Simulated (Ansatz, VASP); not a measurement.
## Pb in VASP and in Ansatz

```
CELL_PARAMETERS angstrom
4.37591 0.00000 0.00000
-2.18796 3.78965 0.00000
0.00000 0.00000 2.62963
ATOMIC_POSITIONS crystal
Pb 0.00000 0.00000 0.00000
Pb 0.33333 0.66667 0.50000
Pb 0.66667 0.33333 0.50000
```

Change from the starting cell: volume scaled by 0.45, LAPW.

Alike in both runs: task single point; functional PBE; k mesh 7 × 7 × 10; occupations fermi-dirac, width 0.08 eV; no spin polarisation.

```csv
,VASP,Ansatz
version,VASP 6.6.1,Ansatz 0.2.0
potentials or method,"VASP PAW PBE potentials, release 64 (Pb_d), cutoff 520 eV","all-electron LAPW, scalar-relativistic"
```

```csv
,VASP,Ansatz,Ansatz less VASP
pressure (GPa),216.8,216.8,-0.02
```

Both programs put the cell under a high pressure, so it lies far from rest at this level. Ansatz ran all-electron here, and VASP with PAW potentials.

Spin-orbit coupling is off throughout. Noted on VASP's run: the cell as given lies far from equilibrium.
